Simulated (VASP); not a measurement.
Wanted: the native input for a VASP 6.6.1 run.

* Task: single point
* Functional: PBE
* Potentials or basis: VASP PAW PBE potentials, release 64 (Ba_sv, Zr_sv, O_h)
* Cutoff: 1340 eV
* k mesh: 5 × 5 × 5
* Occupations: fermi-dirac, width 0.05 eV
* Spin: no spin polarisation
* Dipole correction: no
* Further INCAR settings: ALGO = Normal; EDIFF = 1e-06; NBANDS = 28

The structure of BaZrO3 lies in POSCAR:

```
BaZrO3
1.0
    4.1913400000      0.0000000000      0.0000000000
    0.0000000000      4.1913400000      0.0000000000
    0.0000000000      0.0000000000      4.1913400000
Ba Zr O
1 1 3
Direct
    0.0000000000      0.0000000000      0.0000000000
    0.5000000000      0.5000000000      0.5000000000
    0.5000000000      0.5000000000      0.0000000000
    0.5000000000      0.0000000000      0.5000000000
    0.0000000000      0.5000000000      0.5000000000
```

These files were run (other wordings do the same):

INCAR

```
PREC     = Accurate       # precision mode
ENCUT    = 1340           # plane-wave cutoff, eV
EDIFF    = 1E-6           # SCF threshold, eV
ISMEAR   = -1             # smearing method
SIGMA    = 0.05           # smearing width, eV
LREAL    = F              # projectors in reciprocal space
LASPH    = T              # aspherical terms in the spheres
NELM     = 120            # most SCF steps
ALGO     = Normal         # electronic algorithm
ISIF     = 2              # what is computed and relaxed
LWAVE    = F              # write WAVECAR
LCHARG   = F              # write CHGCAR
GGA      = PE             # functional
NBANDS   = 28             # bands
GGA_COMPAT= F
```

KPOINTS

```
regular mesh
0
Gamma
  5 5 5
```

Potentials or basis: VASP PAW PBE potentials, release 64 (Ba_sv, Zr_sv, O_h).

Command:

```bash
$ cat potpaw_PBE.64/Ba_sv/POTCAR potpaw_PBE.64/Zr_sv/POTCAR potpaw_PBE.64/O_h/POTCAR > POTCAR
$ mpirun -np 1 vasp_std > vasp.out
```

It gave:

- Pressure: 5.0 GPa
- Band gap on the k mesh: 3.30 eV (least direct gap 3.41 eV)

Caveat: the cell stands under pressure; spin-orbit coupling is left out, which moves the levels of the heavy elements; an odd mesh through Γ misses points on the zone boundary, where band edges can lie.

Run time: 61 s on 1 thread of Intel(R) Xeon(R) Platinum 8488C (Sapphire Rapids), on a shared host, peak memory 0.39 GiB.
